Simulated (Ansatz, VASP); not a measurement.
**Two plane-wave programs on CS2**

File INCAR:

```
SYSTEM = CS2
ALGO = Normal ; EDIFF = 1E-7
EDIFFG = -0.3 ; ENCUT = 520
GGA = PS ; IBRION = 2
ISIF = 2 ; ISMEAR = -1
LASPH = .True. ; LCHARG = .False.
LREAL = Auto ; LWAVE = .False.
NELM = 60 ; NSW = 35
PREC = Accurate ; SIGMA = 0.05
```

File KPOINTS:

```
k-points
0
Gamma
  1 1 1
  0 0 0
```

File POSCAR:

```
CS2
1.0
    9.2831780000      0.0000000000      0.0000000000
    0.0000000000      9.2831780000      0.0000000000
    0.0000000000      0.0000000000      9.2831780000
S C
16 8
Direct
    0.3481812000      0.8963189000      0.2459302000
    0.5578639000      1.0883475000      0.0662702000
    1.0707246000      0.1866894000      0.6006681000
    0.7493516000      0.1277578000      0.5208812000
    0.1951490000      0.4577395000      0.7704368000
   -0.0500796000      0.6730825000      0.6891360000
    0.3399602000      0.6262433000      0.5133280000
    0.5543140000      0.5697233000      0.7662656000
    0.9585093000      0.8389574000      0.2431548000
    0.9254069000      0.5184977000      0.1465661000
    0.5610201000      0.4343195000      0.1531806000
    0.3679883000      0.2869332000      0.3858510000
   -0.0410492000      0.0810623000      0.9294298000
    0.2766479000     -0.0048948000      0.8601518000
    0.2478675000      0.7050535000      0.0143664000
    0.2261420000      0.3707616000      0.0443074000
    0.4530226000      0.9923332000      0.1561002000
    0.9100381000      0.1572236000      0.5607746000
    0.0725347000      0.5654110000      0.7297864000
    0.4471371000      0.5979833000      0.6397968000
    0.9419581000      0.6787276000      0.1948605000
    0.4645042000      0.3606264000      0.2695158000
    0.1177993000      0.0380838000      0.8947908000
    0.2370047000      0.5379076000      0.0293369000
```

Input for Ansatz:

```yaml
accuracy: low
crystal:
  lattice:
    - [9.283178, 0.0, 0.0]
    - [0.0, 9.283178, 0.0]
    - [0.0, 0.0, 9.283178]
  atoms:
    - { symbol: S, position: [0.3481812, 0.8963189, 0.2459302] }
    - { symbol: C, position: [0.4530226, 0.9923332, 0.1561002] }
    - { symbol: S, position: [0.5578639, 1.0883475, 0.0662702] }
    - { symbol: S, position: [1.0707246, 0.1866894, 0.6006681] }
    - { symbol: C, position: [0.9100381, 0.1572236, 0.5607746] }
    - { symbol: S, position: [0.7493516, 0.1277578, 0.5208812] }
    - { symbol: S, position: [0.195149, 0.4577395, 0.7704368] }
    - { symbol: C, position: [0.0725347, 0.565411, 0.7297864] }
    - { symbol: S, position: [-0.0500796, 0.6730825, 0.689136] }
    - { symbol: S, position: [0.3399602, 0.6262433, 0.513328] }
    - { symbol: C, position: [0.4471371, 0.5979833, 0.6397968] }
    - { symbol: S, position: [0.554314, 0.5697233, 0.7662656] }
    - { symbol: S, position: [0.9585093, 0.8389574, 0.2431548] }
    - { symbol: C, position: [0.9419581, 0.6787276, 0.1948605] }
    - { symbol: S, position: [0.9254069, 0.5184977, 0.1465661] }
    - { symbol: S, position: [0.5610201, 0.4343195, 0.1531806] }
    - { symbol: C, position: [0.4645042, 0.3606264, 0.2695158] }
    - { symbol: S, position: [0.3679883, 0.2869332, 0.385851] }
    - { symbol: S, position: [-0.0410492, 0.0810623, 0.9294298] }
    - { symbol: C, position: [0.1177993, 0.0380838, 0.8947908] }
    - { symbol: S, position: [0.2766479, -0.0048948, 0.8601518] }
    - { symbol: S, position: [0.2478675, 0.7050535, 0.0143664] }
    - { symbol: C, position: [0.2370047, 0.5379076, 0.0293369] }
    - { symbol: S, position: [0.226142, 0.3707616, 0.0443074] }
basis:
  ecutwfc: 420.0
kpoints:
  mp_grid: { grid: [1, 1, 1] }
hamiltonian:
  xc: pbesol
scf:
  occupations: { method: fermi_dirac, width: 0.05 }
  lower_state_search: "off"
relax:
  f_tol: 0.3
  max_steps: 15
  adjacent_minimum: "off"
output:
  write_density: true
  write_potential: true
  elf: true
  volumetric_format: npy
```

Alike in both runs: task relaxation of the atoms; functional PBEsol; k mesh 1 × 1 × 1; occupations fermi-dirac, width 0.05 eV; no spin polarisation.

|  | VASP | Ansatz |
| --- | --- | --- |
| version | VASP 6.6.1 | Ansatz 0.2.0 |
| potentials or method | VASP PAW PBE potentials, release 64 (S, C), cutoff 520 eV | scalar-relativistic, plane waves, PAW |
| valence electrons in the cell | 128 | 128 |

|  | VASP | Ansatz | Ansatz less VASP |
| --- | --- | --- | --- |
| gap on the k mesh at the Fermi level, each at its own relaxed structure (eV) | 2.77 | 3.07 | +0.304 |

VASP's potentials were made for PBE, not for PBEsol. Ansatz's warnings: xc potential rough in thin density.
